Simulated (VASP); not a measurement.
## HfB2: single point with PBEsol

Crystal: HfB2.

```
Hf B
1.0
     3.14000    0.00000    0.00000
    -1.57000    2.71932    0.00000
     0.00000    0.00000    3.48000
Hf B
1 2
Direct
  0.00000 0.00000 0.00000
  0.33333 0.66667 0.50000
  0.66667 0.33333 0.50000
```

* Program: VASP 6.6.1
* Task: single point
* Functional: PBEsol
* Potentials or basis: VASP PAW PBE potentials, release 64 (Hf_pv, B)
* Cutoff: 520 eV
* k mesh: 6 × 6 × 6
* Occupations: gaussian, width 0.1 eV
* Spin: no spin polarisation

```yaml
Pressure: -4.2 GPa
Band_gap_on_the_k_mesh: zero (band 8 reaches 8.32 eV, above the bottom of band 9 at 7.17 eV)
```

Stress tensor (GPa, compression positive):
```
-3.05  0.00  0.00
 0.00 -3.05  0.00
 0.00  0.00 -6.64
```

Levels at points of the mesh, in eV from the Fermi level:
```
           k point  band 6  band 7  band 8  band 9  band 10  band 11
(0.00, 0.00, 0.00)   -2.48   -2.48   -2.34    4.40     4.40     5.09
(0.50, 0.00, 0.00)   -3.72   -3.01   -2.48    2.54     3.10     5.99
(0.00, 0.00, 0.50)   -0.76   -0.76    0.70    0.70     1.40     1.40
(0.50, 0.00, 0.50)   -4.56   -4.30   -2.23    4.43     4.52     6.68
```

Wall time 8.1 s on 1 thread of Intel(R) Xeon(R) Platinum 8488C (Sapphire Rapids) (shared host), peak memory 0.15 GiB.

Caveat: the k points lie up to 0.39 Å⁻¹ apart; the PAW data sets were made with another functional, which shifts forces and pressure a little; spin-orbit coupling is left out, which moves the levels of the heavy elements.
